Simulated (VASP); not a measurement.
# CsCl (Pm-3m) in VASP: settings compared

The runs below take CsCl through single point, with PBE-based screened hybrid with 30 % exact exchange, PBE-based screened hybrid with 15 % exact exchange, HSE06.

All numbers are computed with VASP 6.6.1; they aren't measurements. Logs are shortened: lines on timing, memory, paths and dates and some standing lists are left out, and cuts for length are marked.

### 1 The cell of the first run

It takes space group Pm-3m (No. 221, cubic). Conventional cell: a = 4.141 Å, b = 4.141 Å, c = 4.141 Å, α = 90.00°, β = 90.00°, γ = 90.00°. Within 4.7 Å of Cs (site symmetry m-3m) lie 8 Cl at 3.59 Å and 6 Cs at 4.14 Å. Cl (site symmetry m-3m) has 8 Cs at 3.59 Å and 6 Cl at 4.14 Å within 4.7 Å.

### 2 Single point, PBE-based screened hybrid with 30 % exact exchange

POSCAR reads:

```
CsCl
1.0
    4.1406758780      0.0000000000      0.0000000000
    0.0000000000      4.1406758780      0.0000000000
    0.0000000000      0.0000000000      4.1406758780
Cs Cl
1 1
Direct
    0.0000000000      0.0000000000      0.0000000000
    0.5000000000      0.5000000000      0.5000000000
```

INCAR.step1 reads:

```
SYSTEM = CsCl
PREC     = Accurate       ! precision mode
ENCUT    = 400            ! plane-wave cutoff, eV
EDIFF    = 1E-5           ! SCF threshold, eV
ISMEAR   = 0              ! smearing method
SIGMA    = 0.01           ! smearing width, eV
LREAL    = .False.        ! projectors in reciprocal space
LASPH    = .True.         ! aspherical terms in the spheres
NELM     = 120            ! most SCF steps
ALGO     = Normal         ! electronic algorithm
ISIF     = 2              ! what is computed and relaxed
LWAVE    = .True.         ! write WAVECAR
LCHARG   = .False.        ! write CHGCAR
GGA      = PE             ! functional
NBANDS   = 15             ! bands
GGA_COMPAT= .False.
```

INCAR.step2 reads:

```
SYSTEM = CsCl
PREC     = Accurate       ! precision mode
ENCUT    = 400            ! plane-wave cutoff, eV
EDIFF    = 1E-6           ! SCF threshold, eV
ISMEAR   = 0              ! smearing method
SIGMA    = 0.01           ! smearing width, eV
LREAL    = .False.        ! projectors in reciprocal space
LASPH    = .True.         ! aspherical terms in the spheres
NELM     = 120            ! most SCF steps
ALGO     = Normal         ! electronic algorithm
ISIF     = 2              ! what is computed and relaxed
LWAVE    = .False.        ! write WAVECAR
LCHARG   = .False.        ! write CHGCAR
GGA      = PE             ! functional
LHFCALC  = .True.         ! exact exchange
AEXX     = 0.3            ! exact-exchange fraction
HFSCREEN = 0.3            ! screening, 1/A
PRECFOCK = Normal       
ISTART   = 1            
NBANDS   = 15             ! bands
GGA_COMPAT= .False.
```

KPOINTS reads:

```
regular mesh
0
Gamma
  4 4 4
  0 0 0
```

Potentials or basis: VASP PAW PBE potentials, release 64 (Cs_sv, Cl).

On the command line:

```console
cat potpaw_PBE.64/Cs_sv/POTCAR potpaw_PBE.64/Cl/POTCAR > POTCAR
cp INCAR.step1 INCAR
mpirun -np 1 vasp_std > vasp.out
cp INCAR.step2 INCAR
mpirun -np 1 vasp_std > vasp.out
```

OUTCAR:

```text
SYSTEM = CsCl
   PREC = Accurate
   ENCUT = 400
   EDIFF = 1E-6
   ISMEAR = 0
   LREAL = .False.
   LASPH = .True.
   NELM = 120
   ISIF = 2
   GGA = PE
   LHFCALC = .True.
   AEXX = 0.3
   HFSCREEN = 0.3
   PRECFOCK = Normal
   ISTART = 1

 ion  position               nearest neighbor table
   1  0.000  0.000  0.000-
   2  0.500  0.500  0.500-

  LATTYP: Found a simple cubic cell.
 ALAT       =     4.1406758780

  Lattice vectors:

 A1 = (   4.1406758780,   0.0000000000,   0.0000000000)
 A2 = (   0.0000000000,   4.1406758780,   0.0000000000)
 A3 = (   0.0000000000,   0.0000000000,   4.1406758780)

Analysis of symmetry for initial positions (statically):
=====================================================================
 Subroutine PRICEL returns:
 Original cell was already a primitive cell.

 Routine SETGRP: Setting up the symmetry group for a
 simple cubic supercell.

 Subroutine GETGRP returns: Found 48 space group operations
 (whereof 48 operations were pure point group operations)
 out of a pool of 48 trial point group operations.

The static configuration has the point symmetry O_h .

Analysis of symmetry for dynamics (positions and initial velocities):
=====================================================================
 Subroutine PRICEL returns:
 Original cell was already a primitive cell.

 Routine SETGRP: Setting up the symmetry group for a
 simple cubic supercell.

 Subroutine GETGRP returns: Found 48 space group operations
 (whereof 48 operations were pure point group operations)
 out of a pool of 48 trial point group operations.

The dynamic configuration has the point symmetry O_h .

 Subroutine INISYM returns: Found 48 space group operations
 (whereof 48 operations are pure point group operations),
 and found     1 'primitive' translations

----------------------------------------------------------------------------------------

                                     Primitive cell

  volume of cell :      70.9927

  direct lattice vectors                    reciprocal lattice vectors
     4.140675878  0.000000000  0.000000000     0.241506466  0.000000000  0.000000000
     0.000000000  4.140675878  0.000000000     0.000000000  0.241506466  0.000000000
     0.000000000  0.000000000  4.140675878     0.000000000  0.000000000  0.241506466

  length of vectors
     4.140675878  4.140675878  4.140675878     0.241506466  0.241506466  0.241506466

  position of ions in fractional coordinates (direct lattice)
     0.000000000  0.000000000  0.000000000
     0.500000000  0.500000000  0.500000000

  ion indices of the primitive-cell ions
   primitive index   ion index
                 1           1
                 2           2

----------------------------------------------------------------------------------------

 KPOINTS: regular mesh

Automatic generation of k-mesh.
 Grid dimensions read from file:
 generate k-points for:    4    4    4

 Generating k-lattice:

  Cartesian coordinates                     Fractional coordinates (reciprocal lattice)
     0.060376617  0.000000000  0.000000000     0.250000000  0.000000000  0.000000000
     0.000000000  0.060376617  0.000000000     0.000000000  0.250000000  0.000000000
     0.000000000  0.000000000  0.060376617     0.000000000  0.000000000  0.250000000

  Length of vectors
     0.060376617  0.060376617  0.060376617

  Shift w.r.t. Gamma in fractional coordinates (k-lattice)
     0.000000000  0.000000000  0.000000000

 Subroutine IBZKPT returns following result:
 ===========================================

 Found     10 irreducible k-points:

 Following reciprocal coordinates:
            Coordinates               Weight
  0.000000  0.000000  0.000000      1.000000
  0.250000  0.000000  0.000000      6.000000
  0.500000  0.000000  0.000000      3.000000
  0.250000  0.250000  0.000000     12.000000
  0.500000  0.250000  0.000000     12.000000
  0.500000  0.500000  0.000000      3.000000
  0.250000  0.250000  0.250000      8.000000
  0.500000  0.250000  0.250000     12.000000
  0.500000  0.500000  0.250000      6.000000
  0.500000  0.500000  0.500000      1.000000
   k-points           NKPTS =     10   k-points in BZ     NKDIM =     64   number of bands    NBANDS=     15
   number of dos      NEDOS =    301   number of ions     NIONS =      2
   total plane-waves  NPLWV =  21952
   dimension x,y,z NGX =    28 NGY =   28 NGZ =   28
   dimension x,y,z NGXF=    56 NGYF=   56 NGZF=   56
   ions per type =               1   1
   NGX,Y,Z   is equivalent  to a cutoff of  11.24, 11.24, 11.24 a.u.
   NGXF,Y,Z  is equivalent  to a cutoff of  22.48, 22.48, 22.48 a.u.
 SYSTEM =  CsCl
   PREC   = accura    normal or accurate (medium, high low for compatibility)
   ISTART =      1    job   : 0-new  1-cont  2-samecut
   ICHARG =      0    charge: 1-file 2-atom 10-const
   ISPIN  =      1    spin polarized calculation?
   LNONCOLLINEAR =      F non collinear calculations
   LSORBIT =      F    spin-orbit coupling
   LASPH  =      T    aspherical Exc in radial PAW
   ENCUT  =  400.0 eV  29.40 Ry    5.42 a.u.   6.75  6.75  6.75*2*pi/ulx,y,z
   NELM   =    120;   NELMIN=  2; NELMDL=  0     # of ELM steps
   EDIFF  = 0.1E-05   stopping-criterion for ELM
   LREAL  =      F    real-space projection
   EDIFFG = 0.1E-04   stopping-criterion for IOM
   NSW    =      0    number of steps for IOM
   IBRION =     -1    ionic relax: 0-MD 1-quasi-New 2-CG
   NFREE  =      0    steps in history (QN), initial steepest desc. (CG)
   ISIF   =      2    stress and relaxation
   ISYM   =      3    0-nonsym 1-usesym 2-fastsym
   POTIM  = 0.5000    time-step for ionic-motion
   TEBEG  =    0.0;   TEEND  =   0.0 temperature during run
   PSTRESS=    0.0 pullay stress
   NELECT =      16.0000    total number of electrons
   NUPDOWN=      -1.0000    fix difference up-down
   EMIN   =  10.00;   EMAX   =-10.00  energy-range for DOS
   EFERMI =   0.00;   METHOD = LEGACY
   ISMEAR =     0;   SIGMA  =   0.01  broadening in eV -4-tet -1-fermi 0-gaus
   EFERMI_NEDOS =   21; number of points for ismear=-14 and -15
   IALGO  =     38    algorithm
   IMIX   =      1    mixing-type and parameters
     AMIX     =   0.40;   BMIX     =  1.00
     AMIX_MAG =   1.60;   BMIX_MAG =  1.00
  volume/ion in A,a.u.               =      35.50       239.54
  Fermi-wavevector in a.u.,A,eV,Ry     =   0.996270  1.882677 13.504508  0.992553
  Thomas-Fermi vector in A             =   2.128347
   LORBIT       =      0    0 simple, 1 ext, 2 COOP (PROOUT), +10 PAW based schemes
   GGA     = PE    functional components
   LHFCALC =     T    Hartree Fock is set to
   PRECFOCK=normal    Normal, Fast or Accurate (Low or Medium for compatibility)
   ENCUT4O =  -1.0   cutoff for four orbital integrals eV
   NKREDX  =     1    reduce k-point grid by
   NKREDY  =     1    reduce k-point grid by
   NKREDZ  =     1    reduce k-point grid by
   AEXX    =    0.3000 exact exchange contribution
   HFSCREEN=    0.3000 screening length (either q_TF or 0.3 A-1)
   HFSCREENC=   0.3000 screening length for correlation (either q_TF or 0.3 A-1)
   ENCUTFOCK=  -1.0 apply spherical cutoff to Coloumb kernel
   IVDW    =     0    specifies the selected vdW correction
   LEPSILON=     F    determine dielectric tensor
   LRPA    =     F    only Hartree local field effects (RPA)
 non-spin polarized calculation
 Gauss-broadening in eV      SIGMA  =   0.01
  energy-cutoff  :      400.00
  volume of cell :       70.99
 maximum number of plane-waves:      1328
 NGX is ok and might be reduce to    28
  NGX = 24; NGY = 24; NGZ = 24

 number of electron      16.0000001 magnetization

 Free energy of the ion-electron system (eV)
  ---------------------------------------------------
  ext. energy  EPLUGINS =         0.00000000
  ---------------------------------------------------
  free energy    TOTEN  =        -7.64755819 eV

  energy without entropy =       -7.64755819  energy(sigma->0) =       -7.64755819

 E-fermi :  -1.2487     XC(G=0):  -6.7448

 val. band max:       -1.3531999033   @ k =   0.0000   0.0000   0.0000
 cond. band min:       5.1379108664   @ k =   0.0000   0.0000   0.0000
 fundamental gap:      6.4911107697
 Fermi energy:        -1.2487327765

 k-point     1 :       0.0000    0.0000    0.0000
  band No.  band energies     occupation
      1     -22.1455      2.00000
      2     -14.8503      2.00000
      3      -7.4561      2.00000
      4      -7.4561      2.00000
      5      -7.4561      2.00000
      6      -1.3532      2.00000
      7      -1.3532      2.00000
      8      -1.3532      2.00000
      9       5.1379      0.00000
     10       5.2873      0.00000
     11       5.2873      0.00000
     12      10.1702      0.00000
     13      10.1702      0.00000
     14      10.1702      0.00000
     15      13.3506      0.00000

 k-point     2 :       0.2500    0.0000    0.0000
  band No.  band energies     occupation
      1     -22.1016      2.00000
      2     -14.8690      2.00000
      3      -7.7378      2.00000
      4      -7.3818      2.00000
      5      -7.3818      2.00000
      6      -1.9998      2.00000
      7      -1.4685      2.00000
      8      -1.4685      2.00000
      9       5.7081      0.00000
     10       6.3133      0.00000
     11       6.7737      0.00000
     12       9.7733      0.00000
     13       9.7733      0.00000
     14      10.5284      0.00000
     15      10.8692      0.00000
[... 113 lines left out ...]
      3      -8.1220      2.00000
      4      -8.1220      2.00000
      5      -7.6203      2.00000
      6      -2.1341      2.00000
      7      -2.1341      2.00000
      8      -1.9878      2.00000
      9       7.1821      0.00000
     10       7.5740      0.00000
     11       8.1687      0.00000
     12       8.1687      0.00000
     13      11.3027      0.00000
     14      11.3027      0.00000
     15      12.6229      0.00000

 k-point    10 :       0.5000    0.5000    0.5000
  band No.  band energies     occupation
      1     -21.9128      2.00000
      2     -14.6747      2.00000
      3      -7.9857      2.00000
      4      -7.9857      2.00000
      5      -7.9857      2.00000
      6      -2.4677      2.00000
      7      -2.4677      2.00000
      8      -2.4677      2.00000
      9       8.5257      0.00000
     10       8.5257      0.00000
     11       8.5257      0.00000
     12      10.4892      0.00000
     13      10.4892      0.00000
     14      10.4892      0.00000
     15      12.7481      0.00000

------------------------ aborting loop because EDIFF is reached ----------------------------------------

  FORCE on cell =-STRESS in cart. coord.  units (eV):
  Direction    XX          YY          ZZ          XY          YZ          ZX
  --------------------------------------------------------------------------------------
  -------------------------------------------------------------------------------------
  Total        0.1516948      0.1516948      0.1516948      0.0000000      0.0000000      0.0000000
  in kB        3.4234776      3.4234776      3.4234776      0.0000000      0.0000000      0.0000000
  external PRESSURE =       3.4234776 kB  Pullay stress =       0.0000000 kB

 VOLUME and BASIS-vectors are now :
 -----------------------------------------------------------------------------
  energy-cutoff  :      400.00
  volume of cell :       70.99
      direct lattice vectors                 reciprocal lattice vectors
     4.140675878  0.000000000  0.000000000     0.241506466  0.000000000  0.000000000
     0.000000000  4.140675878  0.000000000     0.000000000  0.241506466  0.000000000
     0.000000000  0.000000000  4.140675878     0.000000000  0.000000000  0.241506466

 POSITION                                       TOTAL-FORCE (eV/Angst)
 -----------------------------------------------------------------------------------
      0.00000      0.00000      0.00000         0.000000      0.000000      0.000000
      2.07034      2.07034      2.07034         0.000000      0.000000      0.000000
 -----------------------------------------------------------------------------------
    total drift:                               -0.000000     -0.000000     -0.000000

  FREE ENERGIE OF THE ION-ELECTRON SYSTEM (eV)
  ---------------------------------------------------
  free  energy   TOTEN  =        -7.6475581923 eV

  energy  without entropy=       -7.6475581923  energy(sigma->0) =       -7.64755819
```

Wall time 5.3 min (1 thread of Intel Xeon Platinum 8259CL at 2.50GHz (Skylake/Cascade Lake), shared host); peak memory 0.26 GiB.

What came out:

```
Free energy            : -7.6476 eV
Pressure               : 0.3 GPa
Band gap on the k mesh : 6.49 eV
```

Caveat: the PAW data sets were made with another functional, which shifts forces and pressure a little; spin-orbit coupling is left out, which moves the levels of the heavy elements.

(Continued in part 2 of 2.)
